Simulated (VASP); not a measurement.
# SiNi2 (P-3m1) in VASP: notebook

Runs on SiNi2. Level: PBEsol. Tasks: single point.

Program: VASP 6.6.1. These are calculated values, not measurements. Logs are shortened: lines on timing, memory, paths and dates and some standing lists are left out, and cuts for length are marked.

## (1) The cell of the first run

Symmetry: P-3m1, No. 164, trigonal system. Conventional cell: a = 3.868 Å, b = 3.868 Å, c = 4.917 Å, α = 90.00°, β = 90.00°, γ = 120.00°. Within 3.0 Å of Si (site symmetry 3m) lie 11 Ni at 2.30 to 2.69 Å and 3 Si at 2.95 Å. Ni (site symmetry -3m) has 8 Ni at 2.42 to 2.46 Å and 6 Si at 2.69 Å within 3.2 Å. Within 3.2 Å of Ni (site symmetry -3m) lie 6 Si at 2.43 Å and 8 Ni at 2.46 to 2.71 Å. Ni (site symmetry 3m) has 5 Si at 2.30 to 2.49 Å and 9 Ni at 2.42 to 2.91 Å within 3.0 Å.

## (2) Single point, PBEsol (atoms displaced along a vibrational mode)

INCAR

```
SYSTEM = SiNi2
  PREC = Accurate
  ENCUT = 520
  EDIFF = 1E-6
  ISMEAR = 0
  SIGMA = 0.15
  LREAL = .False.
  LASPH = .True.
  NELM = 60
  ALGO = Fast
  ISIF = 2
  LWAVE = .False.
  LCHARG = .False.
  GGA = PS
  NBANDS = 33
```

KPOINTS

```
Automatic mesh
0
Gamma
  12 12 10
  0 0 0
```

POSCAR

```
SiNi2
1.0
    3.8684636248      0.0000000000      0.0000000000
   -1.9342318124      3.3501877727      0.0000000000
    0.0000000000      0.0000000000      4.9169852794
Si Ni
2 4
Direct
    0.3333333333      0.6666666667      0.6955894371
    0.6666666667      0.3333333333      0.3044105629
    0.0000000000      0.0000000000      0.0000000000
    0.0000000000      0.0000000000      0.5000000000
    0.3333333333      0.6666666667      0.1889870046
    0.6666666667      0.3333333333      0.8110129954
```

Potentials or basis: VASP PAW PBE potentials, release 64 (Si, Ni).

Launch:

```
> cat potpaw_PBE.64/Si/POTCAR potpaw_PBE.64/Ni/POTCAR > POTCAR
> mpirun -np 1 vasp_std > vasp.out
```

OUTCAR:

```text
SYSTEM = SiNi2
   PREC = Accurate
   ENCUT = 520
   EDIFF = 1E-6
   ISMEAR = 0
   LREAL = .False.
   LASPH = .True.
   NELM = 60
   ISIF = 2
   GGA = PS

 ion  position               nearest neighbor table
   1  0.333  0.667  0.696-   6 2.30   6 2.30   6 2.30   5 2.43   4 2.43   4 2.43   4 2.43   5 2.49
                             3 2.69   3 2.69   3 2.69   2 2.95   2 2.95   2 2.95
   2  0.667  0.333  0.304-   5 2.30   5 2.30   5 2.30   6 2.43   4 2.43   4 2.43   4 2.43   6 2.49
                             3 2.69   3 2.69   3 2.69   1 2.95   1 2.95   1 2.95
   3  0.000  0.000  0.000-   5 2.42   6 2.42   6 2.42   5 2.42   6 2.42   5 2.42   4 2.46   4 2.46
                             1 2.69   2 2.69   1 2.69   2 2.69   2 2.69   1 2.69
   4  0.000  0.000  0.500-   1 2.43   2 2.43   2 2.43   1 2.43   2 2.43   1 2.43   3 2.46   3 2.46
                             6 2.71   5 2.71   6 2.71   5 2.71   5 2.71   6 2.71
   5  0.333  0.667  0.189-   2 2.30   2 2.30   2 2.30   3 2.42   3 2.42   3 2.42   1 2.43   1 2.49
                             4 2.71   4 2.71   4 2.71   6 2.91   6 2.91   6 2.91
   6  0.667  0.333  0.811-   1 2.30   1 2.30   1 2.30   3 2.42   3 2.42   3 2.42   2 2.43   2 2.49
                             4 2.71   4 2.71   4 2.71   5 2.91   5 2.91   5 2.91

  LATTYP: Found a hexagonal cell.
 ALAT       =     3.8684636248
 C/A-ratio  =     1.2710434313

  Lattice vectors:

 A1 = (   3.8684636248,   0.0000000000,   0.0000000000)
 A2 = (  -1.9342318124,   3.3501877727,   0.0000000000)
 A3 = (   0.0000000000,   0.0000000000,   4.9169852794)

Analysis of symmetry for initial positions (statically):
=====================================================================
 Subroutine PRICEL returns:
 Original cell was already a primitive cell.

 Routine SETGRP: Setting up the symmetry group for a
 hexagonal supercell.

 Subroutine GETGRP returns: Found 12 space group operations
 (whereof 12 operations were pure point group operations)
 out of a pool of 24 trial point group operations.

The static configuration has the point symmetry D_3d.

Analysis of symmetry for dynamics (positions and initial velocities):
=====================================================================
 Subroutine PRICEL returns:
 Original cell was already a primitive cell.

 Routine SETGRP: Setting up the symmetry group for a
 hexagonal supercell.

 Subroutine GETGRP returns: Found 12 space group operations
 (whereof 12 operations were pure point group operations)
 out of a pool of 24 trial point group operations.

The dynamic configuration has the point symmetry D_3d.

 Subroutine INISYM returns: Found 12 space group operations
 (whereof 12 operations are pure point group operations),
 and found     1 'primitive' translations

----------------------------------------------------------------------------------------

                                     Primitive cell

  volume of cell :      63.7245

  direct lattice vectors                    reciprocal lattice vectors
     3.868463625  0.000000000  0.000000000     0.258500557  0.149245366  0.000000000
    -1.934231812  3.350187773  0.000000000     0.000000000  0.298490732  0.000000000
     0.000000000  0.000000000  4.916985279     0.000000000  0.000000000  0.203376651

  length of vectors
     3.868463625  3.868463625  4.916985279     0.298490732  0.298490732  0.203376651

  position of ions in fractional coordinates (direct lattice)
     0.333333333  0.666666667  0.695589437
     0.666666667  0.333333333  0.304410563
     0.000000000  0.000000000  0.000000000
     0.000000000  0.000000000  0.500000000
     0.333333333  0.666666667  0.188987005
     0.666666667  0.333333333  0.811012995

  ion indices of the primitive-cell ions
   primitive index   ion index
                 1           1
                 2           2
                 3           3
                 4           4
                 5           5
                 6           6

----------------------------------------------------------------------------------------

 KPOINTS: Automatic mesh

Automatic generation of k-mesh.
 Grid dimensions read from file:
 generate k-points for:   12   12   10

 Generating k-lattice:

  Cartesian coordinates                     Fractional coordinates (reciprocal lattice)
     0.021541713  0.012437114  0.000000000     0.083333333  0.000000000  0.000000000
     0.000000000  0.024874228  0.000000000     0.000000000  0.083333333  0.000000000
     0.000000000  0.000000000  0.020337665     0.000000000  0.000000000  0.100000000

  Length of vectors
     0.024874228  0.024874228  0.020337665

  Shift w.r.t. Gamma in fractional coordinates (k-lattice)
     0.000000000  0.000000000  0.000000000

 Subroutine IBZKPT returns following result:
 ===========================================

 Found    162 irreducible k-points:

 Following reciprocal coordinates:
            Coordinates               Weight
  0.000000  0.000000  0.000000      1.000000
  0.083333  0.000000  0.000000      6.000000
  0.166667  0.000000  0.000000      6.000000
  0.250000  0.000000  0.000000      6.000000
  0.333333  0.000000  0.000000      6.000000
  0.416667  0.000000  0.000000      6.000000
[... 16 lines left out ...]
  0.166667  0.000000  0.100000      6.000000
  0.000000  0.166667  0.100000      6.000000
 [... further k-points ...]
   k-points           NKPTS =    162   k-points in BZ     NKDIM =    162   number of bands    NBANDS=     33
   number of dos      NEDOS =    301   number of ions     NIONS =      6
   total plane-waves  NPLWV =  36000
   dimension x,y,z NGX =    30 NGY =   30 NGZ =   40
   dimension x,y,z NGXF=    60 NGYF=   60 NGZF=   80
   ions per type =               2   4
   NGX,Y,Z   is equivalent  to a cutoff of  12.89, 12.89, 13.52 a.u.
   NGXF,Y,Z  is equivalent  to a cutoff of  25.78, 25.78, 27.05 a.u.
 SYSTEM =  SiNi2
   PREC   = accura    normal or accurate (medium, high low for compatibility)
   ISTART =      0    job   : 0-new  1-cont  2-samecut
   ICHARG =      2    charge: 1-file 2-atom 10-const
   ISPIN  =      1    spin polarized calculation?
   LNONCOLLINEAR =      F non collinear calculations
   LSORBIT =      F    spin-orbit coupling
   LASPH  =      T    aspherical Exc in radial PAW
   ENCUT  =  520.0 eV  38.22 Ry    6.18 a.u.   7.19  7.19  9.14*2*pi/ulx,y,z
   NELM   =     60;   NELMIN=  2; NELMDL= -5     # of ELM steps
   EDIFF  = 0.1E-05   stopping-criterion for ELM
   LREAL  =      F    real-space projection
   EDIFFG = 0.1E-04   stopping-criterion for IOM
   NSW    =      0    number of steps for IOM
   IBRION =     -1    ionic relax: 0-MD 1-quasi-New 2-CG
   NFREE  =      0    steps in history (QN), initial steepest desc. (CG)
   ISIF   =      2    stress and relaxation
   ISYM   =      2    0-nonsym 1-usesym 2-fastsym
   POTIM  = 0.5000    time-step for ionic-motion
   TEBEG  =    0.0;   TEEND  =   0.0 temperature during run
   PSTRESS=    0.0 pullay stress
   NELECT =      48.0000    total number of electrons
   NUPDOWN=      -1.0000    fix difference up-down
   EMIN   =  10.00;   EMAX   =-10.00  energy-range for DOS
   EFERMI =   0.00;   METHOD = LEGACY
   ISMEAR =     0;   SIGMA  =   0.15  broadening in eV -4-tet -1-fermi 0-gaus
   EFERMI_NEDOS =   21; number of points for ismear=-14 and -15
   IALGO  =     68    algorithm
   IMIX   =      4    mixing-type and parameters
     AMIX     =   0.40;   BMIX     =  1.00
     AMIX_MAG =   1.60;   BMIX_MAG =  1.00
  volume/ion in A,a.u.               =      10.62        71.67
  Fermi-wavevector in a.u.,A,eV,Ry     =   1.489543  2.814828 30.187769  2.218738
  Thomas-Fermi vector in A             =   2.602438
   LORBIT       =      0    0 simple, 1 ext, 2 COOP (PROOUT), +10 PAW based schemes
   GGA     = PS    functional components
   LHFCALC =     F    Hartree Fock is set to
   AEXX    =    0.0000 exact exchange contribution
   IVDW    =     0    specifies the selected vdW correction
   LEPSILON=     F    determine dielectric tensor
   LRPA    =     F    only Hartree local field effects (RPA)
 non-spin polarized calculation
 RMM-DIIS sequential band-by-band and
 Gauss-broadening in eV      SIGMA  =   0.15
  energy-cutoff  :      520.00
  volume of cell :       63.72
 maximum number of plane-waves:      1737
 NGX is ok and might be reduce to    30
   NGX = 15   NGY = 15   NGZ = 19

 number of electron      47.9999980 magnetization

 Free energy of the ion-electron system (eV)
  ---------------------------------------------------
  ext. energy  EPLUGINS =         0.00000000
  ---------------------------------------------------
  free energy    TOTEN  =       -39.18684795 eV

  energy without entropy =      -39.14668400  energy(sigma->0) =      -39.16676598

 E-fermi :  11.4863     XC(G=0): -13.2232

 val. band max:       11.4859520133   @ k =   0.3333   0.0833   0.4000
 cond. band min:      11.4875471611   @ k =   0.4167   0.0000   0.1000
 fundamental gap:      0.0015951477
 Fermi energy:        11.4862765051

 k-point     1 :       0.0000    0.0000    0.0000
  band No.  band energies     occupation
      1      -1.5111      2.00000
      2       3.4056      2.00000
      3       4.6725      2.00000
      4       6.3742      2.00000
      5       6.3742      2.00000
      6       7.4486      2.00000
[... 25 lines left out ...]
     32      17.0344      0.00000
     33      20.2449      0.00000

 k-point     2 :       0.0833    0.0000    0.0000
  band No.  band energies     occupation
      1      -1.4206      2.00000
      2       3.4124      2.00000
      3       4.7460      2.00000
      4       6.3319      2.00000
      5       6.4141      2.00000
      6       7.3033      2.00000
[... 25 lines left out ...]
     32      17.4540      0.00000
     33      19.1593      0.00000

 k-point     3 :       0.1667    0.0000    0.0000
  band No.  band energies     occupation
      1      -1.1518      2.00000
      2       3.4104      2.00000
      3       4.9615      2.00000
      4       6.1420      2.00000
      5       6.5307      2.00000
      6       6.9052      2.00000
[... 25 lines left out ...]
     32      17.9347      0.00000
     33      18.6317      0.00000

 k-point     4 :       0.2500    0.0000    0.0000
  band No.  band energies     occupation
      1      -0.7134      2.00000
      2       3.3215      2.00000
      3       5.3012      2.00000
      4       5.6632      2.00000
      5       6.6606      2.00000
      6       6.7142      2.00000
[... 25 lines left out ...]
     32      17.9049      0.00000
     33      18.1049      0.00000

 k-point     5 :       0.3333    0.0000    0.0000
  band No.  band energies     occupation
      1      -0.1241      2.00000
      2       3.0059      2.00000
      3       5.0943      2.00000
      4       5.7500      2.00000
      5       6.6713      2.00000
      6       6.9455      2.00000
[... 604 lines left out ...]
 k-point    22 :       0.0000    0.0833    0.1000
  band No.  band energies     occupation
      1      -1.3639      2.00000
      2       3.0457      2.00000
      3       5.0366      2.00000
      4       6.3375      2.00000
      5       6.4347      2.00000
      6       7.2737      2.00000
[... 25 lines left out ...]
     32      17.5611      0.00000
     33      18.5169      0.00000

 k-point    23 :       0.1667    0.0000    0.1000
  band No.  band energies     occupation
      1      -1.0958      2.00000
      2       3.1262      2.00000
      3       5.1058      2.00000
      4       6.2404      2.00000
      5       6.4906      2.00000
      6       6.8291      2.00000
[... 25 lines left out ...]
     32      18.0041      0.00000
     33      18.4487      0.00000

 k-point    24 :       0.0000    0.1667    0.1000
  band No.  band energies     occupation
      1      -1.0960      2.00000
      2       3.1313      2.00000
      3       5.0767      2.00000
      4       6.2355      2.00000
      5       6.5692      2.00000
      6       6.9562      2.00000
[... 25 lines left out ...]
     32      17.5569      0.00000
     33      18.8499      0.00000

 [... further k-points ...]

------------------------ aborting loop because EDIFF is reached ----------------------------------------

  FORCE on cell =-STRESS in cart. coord.  units (eV):
  Direction    XX          YY          ZZ          XY          YZ          ZX
  --------------------------------------------------------------------------------------
  -------------------------------------------------------------------------------------
  Total        0.1856095      0.1856095     -1.2450600      0.0000000      0.0000000      0.0000000
  in kB        4.6666379      4.6666379    -31.3036002      0.0000000      0.0000000      0.0000000
  external PRESSURE =      -7.3234415 kB  Pullay stress =       0.0000000 kB

 VOLUME and BASIS-vectors are now :
 -----------------------------------------------------------------------------
  energy-cutoff  :      520.00
  volume of cell :       63.72
      direct lattice vectors                 reciprocal lattice vectors
     3.868463625  0.000000000  0.000000000     0.258500557  0.149245366  0.000000000
    -1.934231812  3.350187773  0.000000000     0.000000000  0.298490732  0.000000000
     0.000000000  0.000000000  4.916985279     0.000000000  0.000000000  0.203376651

 POSITION                                       TOTAL-FORCE (eV/Angst)
 -----------------------------------------------------------------------------------
     -0.00000      2.23346      3.42020        -0.000000     -0.000000      0.512223
      1.93423      1.11673      1.49678         0.000000      0.000000     -0.512223
      0.00000      0.00000      0.00000         0.000000      0.000000      0.000000
      0.00000      0.00000      2.45849         0.000000      0.000000      0.000000
     -0.00000      2.23346      0.92925         0.000000     -0.000000      0.819948
      1.93423      1.11673      3.98774        -0.000000      0.000000     -0.819948
 -----------------------------------------------------------------------------------
    total drift:                               -0.000000      0.000000     -0.000000

  FREE ENERGIE OF THE ION-ELECTRON SYSTEM (eV)
  ---------------------------------------------------
  free  energy   TOTEN  =       -39.1868479546 eV

  energy  without entropy=      -39.1466840006  energy(sigma->0) =      -39.16676598
```

Run time: 4.1 min. Hardware: 1 thread of AMD EPYC 9R45 (Zen 5), shared host; peak memory 0.35 GiB.

What came out:

| Item | Value |
| --- | --- |
| Free energy | -39.1868 eV |
| Pressure | -0.7 GPa |
| Largest force | 0.820 eV/Å |
| Band gap on the k mesh | zero (bands 24 and 25 overlap by 3.38 eV) |

Forces in eV/Å, atoms in the order of the input:
```
Si   0.000  0.000  0.512
Si   0.000  0.000 -0.512
Ni   0.000  0.000  0.000
Ni   0.000  0.000  0.000
Ni   0.000  0.000  0.820
Ni   0.000  0.000 -0.820
```

Stress tensor (GPa, compression positive):
```
 0.47  0.00  0.00
 0.00  0.47  0.00
 0.00  0.00 -3.13
```

Caveat: the cell differs from its parent crystal (atoms displaced along a vibrational mode); the PAW data sets were made with another functional, which shifts forces and pressure a little.

## (3) Single point, PBEsol (atoms displaced along a vibrational mode)

INCAR

```
SYSTEM = SiNi2
PREC = Accurate ; ENCUT = 520
EDIFF = 1E-6 ; ISMEAR = 0
SIGMA = 0.15 ; LREAL = .FALSE.
LASPH = .TRUE. ; NELM = 100
ALGO = Fast ; ISIF = 2
LWAVE = .FALSE. ; LCHARG = .FALSE.
GGA = PS ; NBANDS = 33
```

KPOINTS

```
regular mesh
0
G
  12 12 10
  0 0 0
```

POSCAR

```
SiNi2
1.0
    3.8684636248      0.0000000000      0.0000000000
   -1.9342318124      3.3501877727      0.0000000000
    0.0000000000      0.0000000000      4.9169852794
Si Ni
2 4
Direct
    0.3333333333      0.6666666667      0.7908079222
    0.6666666667      0.3333333333      0.2091920778
    0.0000000000      0.0000000000      0.0000000000
    0.0000000000      0.0000000000      0.5000000000
    0.3333333333      0.6666666667      0.2957597465
    0.6666666667      0.3333333333      0.7042402535
```

Potentials or basis: VASP PAW PBE potentials, release 64 (Si, Ni).

Launch:

```
> cat potpaw_PBE.64/Si/POTCAR potpaw_PBE.64/Ni/POTCAR > POTCAR
> mpirun -np 1 vasp_std > vasp.out
```

Wall time 4.2 min (1 thread of AMD EPYC 9R45 (Zen 5), shared host); peak memory 0.35 GiB.

Results (log left out):

```yaml
Free_energy: -39.3549 eV
Pressure: -0.4 GPa
Largest_force: 0.649 eV/Å
Band_gap_on_the_k_mesh: zero (bands 24 and 25 overlap by 3.39 eV)
```

Forces on the atoms (eV/Å):
```
Si   0.000  0.000 -0.350
Si   0.000  0.000  0.350
Ni   0.000  0.000  0.000
Ni   0.000  0.000  0.000
Ni   0.000  0.000 -0.649
Ni   0.000  0.000  0.649
```

Stress tensor (GPa, compression positive):
```
 0.19  0.00  0.00
 0.00  0.19  0.00
 0.00  0.00 -1.73
```

Levels at points of the mesh, in eV from the Fermi level:
```csv
k point,band 22,band 23,band 24,band 25,band 26,band 27
"(0.00, 0.00, 0.00)",-0.74,0.17,2.17,2.51,2.51,2.82
"(0.50, 0.00, 0.00)",-1.01,-0.79,-0.60,-0.31,0.85,1.89
"(0.00, 0.00, 0.50)",-1.03,1.47,2.90,3.02,3.02,3.25
"(0.50, 0.00, 0.50)",-1.01,-0.89,-0.72,0.82,0.99,2.30
```

Caveat: the cell differs from its parent crystal (atoms displaced along a vibrational mode); the PAW data sets were made with another functional, which shifts forces and pressure a little. Spin polarisation is off, so any magnetic state and its effect on volume and gap are missing.

## (4) Single point, PBEsol (atoms displaced along a vibrational mode)

INCAR

```
SYSTEM = SiNi2
PREC = Accurate
ENCUT = 520
EDIFF = 1E-6
ISMEAR = 0
SIGMA = 0.15
LREAL = .FALSE.
LASPH = .TRUE.
NELM = 80
ALGO = Fast
ISIF = 2
LWAVE = .FALSE.
LCHARG = .TRUE.
GGA = PS
LELF = .TRUE.
LVHAR = .TRUE.
NBANDS = 33
```

KPOINTS

```
Automatic mesh
0
G
  12 12 10
  0 0 0
```

POSCAR

```
SiNi2
1.0
    3.8684636248      0.0000000000      0.0000000000
   -1.9342318124      3.3501877727      0.0000000000
    0.0000000000      0.0000000000      4.9169852794
Si Ni
2 4
Direct
    0.3333333333      0.6666666667      0.7227947185
    0.6666666667      0.3333333333      0.2772052815
    0.0000000000      0.0000000000      0.0000000000
    0.0000000000      0.0000000000      0.5000000000
    0.3333333333      0.6666666667      0.2194935023
    0.6666666667      0.3333333333      0.7805064977
```

Launch:

```
> cat potpaw_PBE.64/Si/POTCAR potpaw_PBE.64/Ni/POTCAR > POTCAR
> mpirun -np 1 vasp_std > vasp.out
```

Run time: 4.1 min. Hardware: 1 thread of AMD EPYC 9R45 (Zen 5), shared host; peak memory 0.35 GiB.

It converged, with:

```yaml
Free_energy: -39.4749 eV
Pressure: -0.1 GPa
Largest_force: 0.447 eV/Å
Band_gap_on_the_k_mesh: zero (bands 24 and 25 overlap by 3.33 eV)
```

Forces on the atoms (eV/Å):
```
Si   0.000  0.000  0.215
Si   0.000  0.000 -0.215
Ni   0.000  0.000  0.000
Ni   0.000  0.000  0.000
Ni   0.000  0.000  0.447
Ni   0.000  0.000 -0.447
```

Stress tensor (GPa, compression positive):
```
 0.22  0.00  0.00
 0.00  0.22  0.00
 0.00  0.00 -0.72
```

Levels at points of the mesh, in eV from the Fermi level:
| k point | band 22 | band 23 | band 24 | band 25 | band 26 | band 27 |
| --- | --- | --- | --- | --- | --- | --- |
| (0.00, 0.00, 0.00) | -0.69 | 0.15 | 2.41 | 2.65 | 2.65 | 2.86 |
| (0.50, 0.00, 0.00) | -1.10 | -0.74 | -0.61 | -0.58 | 1.02 | 1.90 |
| (0.00, 0.00, 0.50) | -1.13 | 1.72 | 2.72 | 3.12 | 3.12 | 3.49 |
| (0.50, 0.00, 0.50) | -1.10 | -0.94 | -0.79 | 0.86 | 1.03 | 2.52 |

Caveat: the cell differs from its parent crystal (atoms displaced along a vibrational mode); the PAW data sets were made with another functional, which shifts forces and pressure a little. Spin polarisation is off, so any magnetic state and its effect on volume and gap are missing.

[end of part 1 of 2]
